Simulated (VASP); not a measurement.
# TePb in VASP: notebook

The runs below take TePb through single point, with PBEsol.

Everything below comes from runs of VASP 6.6.1. Logs are shortened: lines on timing, memory, paths and dates and some standing lists are left out, and cuts for length are marked.

## (1) The cell of the first run

Symmetry: I4/mmm, No. 139, tetragonal system. The conventional cell has a = 4.556 Å, b = 4.556 Å, c = 6.410 Å, α = 90.00°, β = 90.00°, γ = 90.00°. Within 4.2 Å of Te (site symmetry 4/mmm) lie 6 Pb at 3.21 to 3.22 Å. Pb (site symmetry 4/mmm) has 6 Te at 3.21 to 3.22 Å within 4.2 Å.

## (2) Single point, PBEsol (z stretched by -0.5 %, x and y held)

Contents of INCAR:

```
PREC     = Accurate       # precision mode
ENCUT    = 520            # plane-wave cutoff, eV
EDIFF    = 1E-7           # SCF threshold, eV
ISMEAR   = 0              # smearing method
SIGMA    = 0.01           # smearing width, eV
LREAL    = False          # projectors in reciprocal space
LASPH    = True           # aspherical terms in the spheres
NELM     = 60             # most SCF steps
ALGO     = Normal         # electronic algorithm
ISIF     = 2              # what is computed and relaxed
LWAVE    = False          # write WAVECAR
LCHARG   = True           # write CHGCAR
GGA      = PS             # functional
LELF     = True           # ELF
LVHAR    = True         
NBANDS   = 17             # bands
```

Contents of KPOINTS:

```
Automatic mesh
0
Gamma
  6 6 6
```

Contents of POSCAR:

```
TePb
1.0
    0.0000000000      3.2213337944      3.2052271254
    3.2213337944      0.0000000000      3.2052271254
    3.2213337944      3.2213337944      0.0000000000
Te Pb
1 1
Direct
    0.5000000000      0.5000000000      0.5000000000
    0.0000000000      0.0000000000      0.0000000000
```

Potentials or basis: VASP PAW PBE potentials, release 64 (Te, Pb_d).

Run with:

```
cat potpaw_PBE.64/Te/POTCAR potpaw_PBE.64/Pb_d/POTCAR > POTCAR
mpirun -np 1 vasp_std > vasp.out
```

OUTCAR:

```text
PREC = Accurate
   ENCUT = 520
   EDIFF = 1E-7
   ISMEAR = 0
   LREAL = False
   LASPH = True
   NELM = 60
   ISIF = 2
   GGA = PS

 ion  position               nearest neighbor table
   1  0.500  0.500  0.500-   2 3.21   2 3.21   2 3.22   2 3.22   2 3.22   2 3.22
   2  0.000  0.000  0.000-   1 3.21   1 3.21   1 3.22   1 3.22   1 3.22   1 3.22

  LATTYP: Found a body centered tetragonal cell.
 ALAT       =     4.5556539410
 C/A-ratio  =     1.4071424945

  Lattice vectors:

 A1 = (   0.0000000000,  -3.2213337944,  -3.2052271254)
 A2 = (   0.0000000000,   3.2213337944,  -3.2052271254)
 A3 = (   3.2213337944,   0.0000000000,   3.2052271254)

Analysis of symmetry for initial positions (statically):
=====================================================================
 Subroutine PRICEL returns:
 Original cell was already a primitive cell.

 Routine SETGRP: Setting up the symmetry group for a
 body centered tetragonal supercell.

 Subroutine GETGRP returns: Found 16 space group operations
 (whereof 16 operations were pure point group operations)
 out of a pool of 16 trial point group operations.

The static configuration has the point symmetry D_4h.

Analysis of symmetry for dynamics (positions and initial velocities):
=====================================================================
 Subroutine PRICEL returns:
 Original cell was already a primitive cell.

 Routine SETGRP: Setting up the symmetry group for a
 body centered tetragonal supercell.

 Subroutine GETGRP returns: Found 16 space group operations
 (whereof 16 operations were pure point group operations)
 out of a pool of 16 trial point group operations.

The dynamic configuration has the point symmetry D_4h.

 Subroutine INISYM returns: Found 16 space group operations
 (whereof 16 operations are pure point group operations),
 and found     1 'primitive' translations

----------------------------------------------------------------------------------------

                                     Primitive cell

  volume of cell :      66.5212

  direct lattice vectors                    reciprocal lattice vectors
     0.000000000  3.221333794  3.205227125    -0.155215210  0.155215210  0.155995186
     3.221333794  0.000000000  3.205227125     0.155215210 -0.155215210  0.155995186
     3.221333794  3.221333794  0.000000000     0.155215210  0.155215210 -0.155995186

  length of vectors
     4.544279078  4.544279078  4.555653941     0.269291701  0.269291701  0.269291701

  position of ions in fractional coordinates (direct lattice)
     0.500000000  0.500000000  0.500000000
     0.000000000  0.000000000  0.000000000

  ion indices of the primitive-cell ions
   primitive index   ion index
                 1           1
                 2           2

----------------------------------------------------------------------------------------

 KPOINTS: Automatic mesh

Automatic generation of k-mesh.
 Grid dimensions read from file:
 generate k-points for:    6    6    6

 Generating k-lattice:

  Cartesian coordinates                     Fractional coordinates (reciprocal lattice)
    -0.025869202  0.025869202  0.025999198     0.166666667  0.000000000  0.000000000
     0.025869202 -0.025869202  0.025999198     0.000000000  0.166666667  0.000000000
     0.025869202  0.025869202 -0.025999198     0.000000000  0.000000000  0.166666667

  Length of vectors
     0.044881950  0.044881950  0.044881950

  Shift w.r.t. Gamma in fractional coordinates (k-lattice)
     0.000000000  0.000000000  0.000000000

 Subroutine IBZKPT returns following result:
 ===========================================

 Found     30 irreducible k-points:

 Following reciprocal coordinates:
            Coordinates               Weight
  0.000000  0.000000  0.000000      1.000000
  0.166667  0.000000  0.000000      8.000000
  0.333333  0.000000  0.000000      8.000000
  0.500000  0.000000  0.000000      4.000000
  0.166667  0.166667  0.000000      2.000000
  0.333333  0.166667  0.000000      8.000000
[... 16 lines left out ...]
  0.333333  0.000000  0.333333      4.000000
  0.500000  0.000000  0.333333     16.000000
 [... further k-points ...]
   k-points           NKPTS =     30   k-points in BZ     NKDIM =     30   number of bands    NBANDS=     17
   number of dos      NEDOS =    301   number of ions     NIONS =      2
   total plane-waves  NPLWV =  46656
   dimension x,y,z NGX =    36 NGY =   36 NGZ =   36
   dimension x,y,z NGXF=    72 NGYF=   72 NGZF=   72
   ions per type =               1   1
   NGX,Y,Z   is equivalent  to a cutoff of  13.17, 13.17, 13.14 a.u.
   NGXF,Y,Z  is equivalent  to a cutoff of  26.34, 26.34, 26.27 a.u.
 SYSTEM =  unknown system
   PREC   = accura    normal or accurate (medium, high low for compatibility)
   ISTART =      0    job   : 0-new  1-cont  2-samecut
   ICHARG =      2    charge: 1-file 2-atom 10-const
   ISPIN  =      1    spin polarized calculation?
   LNONCOLLINEAR =      F non collinear calculations
   LSORBIT =      F    spin-orbit coupling
   LASPH  =      T    aspherical Exc in radial PAW
   ENCUT  =  520.0 eV  38.22 Ry    6.18 a.u.   8.45  8.45  8.47*2*pi/ulx,y,z
   NELM   =     60;   NELMIN=  2; NELMDL= -5     # of ELM steps
   EDIFF  = 0.1E-06   stopping-criterion for ELM
   LREAL  =      F    real-space projection
   EDIFFG = 0.1E-05   stopping-criterion for IOM
   NSW    =      0    number of steps for IOM
   IBRION =     -1    ionic relax: 0-MD 1-quasi-New 2-CG
   NFREE  =      0    steps in history (QN), initial steepest desc. (CG)
   ISIF   =      2    stress and relaxation
   ISYM   =      2    0-nonsym 1-usesym 2-fastsym
   POTIM  = 0.5000    time-step for ionic-motion
   TEBEG  =    0.0;   TEEND  =   0.0 temperature during run
   PSTRESS=    0.0 pullay stress
   NELECT =      20.0000    total number of electrons
   NUPDOWN=      -1.0000    fix difference up-down
   EMIN   =  10.00;   EMAX   =-10.00  energy-range for DOS
   EFERMI =   0.00;   METHOD = LEGACY
   ISMEAR =     0;   SIGMA  =   0.01  broadening in eV -4-tet -1-fermi 0-gaus
   EFERMI_NEDOS =   21; number of points for ismear=-14 and -15
   IALGO  =     38    algorithm
   IMIX   =      4    mixing-type and parameters
     AMIX     =   0.40;   BMIX     =  1.00
     AMIX_MAG =   1.60;   BMIX_MAG =  1.00
  volume/ion in A,a.u.               =      33.26       224.45
  Fermi-wavevector in a.u.,A,eV,Ry     =   1.096726  2.072511 16.365190  1.202808
  Thomas-Fermi vector in A             =   2.233073
   LORBIT       =      0    0 simple, 1 ext, 2 COOP (PROOUT), +10 PAW based schemes
   GGA     = PS    functional components
   LHFCALC =     F    Hartree Fock is set to
   AEXX    =    0.0000 exact exchange contribution
   IVDW    =     0    specifies the selected vdW correction
   LEPSILON=     F    determine dielectric tensor
   LRPA    =     F    only Hartree local field effects (RPA)
 non-spin polarized calculation
 Gauss-broadening in eV      SIGMA  =   0.01
  energy-cutoff  :      520.00
  volume of cell :       66.52
 maximum number of plane-waves:      1812
 NGX is ok and might be reduce to    36
   NGX = 17   NGY = 17   NGZ = 17

 number of electron      20.0000001 magnetization

 Free energy of the ion-electron system (eV)
  ---------------------------------------------------
  ext. energy  EPLUGINS =         0.00000000
  ---------------------------------------------------
  free energy    TOTEN  =        -8.25931809 eV

  energy without entropy =       -8.25931809  energy(sigma->0) =       -8.25931809

 E-fermi :   5.7737     XC(G=0):  -9.5334

 val. band max:        5.6450872293   @ k =   0.5000   0.0000   0.0000
 cond. band min:       6.2816931682   @ k =   0.5000   0.0000   0.0000
 fundamental gap:      0.6366059390
 Fermi energy:         5.7736998296

 k-point     1 :       0.0000    0.0000    0.0000
  band No.  band energies     occupation
      1     -11.0135      2.00000
      2     -11.0118      2.00000
      3     -11.0013      2.00000
      4     -11.0001      2.00000
      5     -11.0001      2.00000
      6      -6.5094      2.00000
[... 9 lines left out ...]
     16      11.3875      0.00000
     17      12.8257      0.00000

 k-point     2 :       0.1667    0.0000    0.0000
  band No.  band energies     occupation
      1     -11.0169      2.00000
      2     -11.0154      2.00000
      3     -11.0000      2.00000
      4     -10.9967      2.00000
      5     -10.9960      2.00000
      6      -6.2674      2.00000
[... 9 lines left out ...]
     16      11.8889      0.00000
     17      14.5482      0.00000

 k-point     3 :       0.3333    0.0000    0.0000
  band No.  band energies     occupation
      1     -11.0250      2.00000
      2     -11.0240      2.00000
      3     -10.9988      2.00000
      4     -10.9872      2.00000
      5     -10.9863      2.00000
      6      -5.6046      2.00000
[... 9 lines left out ...]
     16      13.2644      0.00000
     17      16.6302      0.00000

 k-point     4 :       0.5000    0.0000    0.0000
  band No.  band energies     occupation
      1     -11.0292      2.00000
      2     -11.0284      2.00000
      3     -10.9983      2.00000
      4     -10.9823      2.00000
      5     -10.9812      2.00000
      6      -5.0305      2.00000
[... 9 lines left out ...]
     16      14.8861      0.00000
     17      14.8913      0.00000
[... 343 lines left out ...]
      1     -11.0675      2.00000
      2     -11.0104      2.00000
      3     -11.0033      2.00000
      4     -10.9819      2.00000
      5     -10.9715      2.00000
      6      -4.6319      2.00000
[... 9 lines left out ...]
     16      16.3970      0.00000
     17      17.1223      0.00000

 k-point    23 :       0.3333    0.0000    0.3333
  band No.  band energies     occupation
      1     -11.0601      2.00000
      2     -11.0082      2.00000
      3     -11.0031      2.00000
      4     -10.9811      2.00000
      5     -10.9790      2.00000
      6      -5.3552      2.00000
[... 9 lines left out ...]
     16      14.8274      0.00000
     17      15.5135      0.00000

 k-point    24 :       0.5000    0.0000    0.3333
  band No.  band energies     occupation
      1     -11.0677      2.00000
      2     -11.0066      2.00000
      3     -11.0056      2.00000
      4     -10.9785      2.00000
      5     -10.9753      2.00000
      6      -4.8621      2.00000
[... 9 lines left out ...]
     16      15.6723      0.00000
     17      16.5366      0.00000

 [... further k-points ...]
[... 5 lines left out ...]
  --------------------------------------------------------------------------------------
  -------------------------------------------------------------------------------------
  Total        0.0091954      0.0091954      0.2688911      0.0000000      0.0000000      0.0000000
  in kB        0.2214722      0.2214722      6.4762957      0.0000000      0.0000000      0.0000000
  external PRESSURE =       2.3064134 kB  Pullay stress =       0.0000000 kB

 VOLUME and BASIS-vectors are now :
 -----------------------------------------------------------------------------
  energy-cutoff  :      520.00
  volume of cell :       66.52
      direct lattice vectors                 reciprocal lattice vectors
     0.000000000  3.221333794  3.205227125    -0.155215210  0.155215210  0.155995186
     3.221333794  0.000000000  3.205227125     0.155215210 -0.155215210  0.155995186
     3.221333794  3.221333794  0.000000000     0.155215210  0.155215210 -0.155995186

 POSITION                                       TOTAL-FORCE (eV/Angst)
 -----------------------------------------------------------------------------------
      3.22133      3.22133      3.20523         0.000000      0.000000      0.000000
      0.00000      0.00000      0.00000         0.000000      0.000000     -0.000000
 -----------------------------------------------------------------------------------
    total drift:                               -0.000000      0.000000      0.000000

  FREE ENERGIE OF THE ION-ELECTRON SYSTEM (eV)
  ---------------------------------------------------
  free  energy   TOTEN  =        -8.2593180909 eV

  energy  without entropy=       -8.2593180909  energy(sigma->0) =       -8.25931809
```

Run time: 71 s. Hardware: 1 thread of Intel Xeon 8259CL, shared host; peak memory 0.22 GiB.

Results:

- Free energy: -8.2593 eV
- Pressure: 0.2 GPa
- Band gap on the k mesh: 0.64 eV

Caveat: the cell differs from its parent crystal (z stretched by -0.5 %, x and y held); the PAW data sets were made with another functional, which shifts forces and pressure a little; spin-orbit coupling is left out, which moves the levels of the heavy elements. A k mesh can miss the band edges.

## (3) Single point, PBEsol (z stretched by +0.5 %, x and y held)

Contents of INCAR:

```
SYSTEM = TePb
PREC     = Accurate       ! precision mode
ENCUT    = 520            ! plane-wave cutoff, eV
EDIFF    = 1E-7           ! SCF threshold, eV
ISMEAR   = 0              ! smearing method
SIGMA    = 0.01           ! smearing width, eV
LREAL    = .FALSE.        ! projectors in reciprocal space
LASPH    = .TRUE.         ! aspherical terms in the spheres
NELM     = 100            ! most SCF steps
ALGO     = Normal         ! electronic algorithm
ISIF     = 2              ! what is computed and relaxed
LWAVE    = .FALSE.        ! write WAVECAR
LCHARG   = .FALSE.        ! write CHGCAR
GGA      = PS             ! functional
NBANDS   = 17             ! bands
```

Contents of KPOINTS:

```
Automatic mesh
0
G
  6 6 6
  0 0 0
```

Contents of POSCAR:

```
TePb
1.0
    0.0000000000      3.2213337944      3.2374404633
    3.2213337944      0.0000000000      3.2374404633
    3.2213337944      3.2213337944      0.0000000000
Te Pb
1 1
Direct
    0.5000000000      0.5000000000      0.5000000000
    0.0000000000      0.0000000000      0.0000000000
```

Potentials or basis: VASP PAW PBE potentials, release 64 (Te, Pb_d).

Run with:

```
cat potpaw_PBE.64/Te/POTCAR potpaw_PBE.64/Pb_d/POTCAR > POTCAR
mpirun -np 1 vasp_std > vasp.out
```

Run time: 71 s. Hardware: 1 thread of Intel Xeon 8259CL, shared host; peak memory 0.22 GiB.

The run converged. Its results:

```
Free energy            : -8.2595 eV
Pressure               : -0.2 GPa
Band gap on the k mesh : 0.66 eV
```

Stress tensor (GPa, compression positive):
```
-0.03  0.00  0.00
 0.00 -0.03  0.00
 0.00  0.00 -0.61
```

Levels at points of the mesh, in eV from the valence-band top:
| k point | band 7 | band 8 | band 9 | band 10 | band 11 | band 12 | band 13 | band 14 |
| --- | --- | --- | --- | --- | --- | --- | --- | --- |
| (0.00, 0.00, 0.00) | -5.61 | -1.37 | -1.37 | -1.32 | 3.98 | 4.10 | 4.10 | 5.73 |
| (0.50, 0.00, 0.00) | -8.63 | -0.89 | -0.88 | 0.00 | 0.66 | 1.22 | 1.25 | 8.29 |
| (0.50, 0.50, 0.00) | -7.29 | -4.55 | -2.82 | -2.82 | 3.20 | 5.49 | 5.49 | 6.66 |
| (0.50, 0.00, 0.50) | -7.33 | -4.56 | -2.86 | -2.80 | 3.19 | 5.41 | 5.53 | 6.73 |

Caveat: the cell differs from its parent crystal (z stretched by +0.5 %, x and y held); the PAW data sets were made with another functional, which shifts forces and pressure a little; spin-orbit coupling is left out, which moves the levels of the heavy elements.

[end of part 1 of 2]
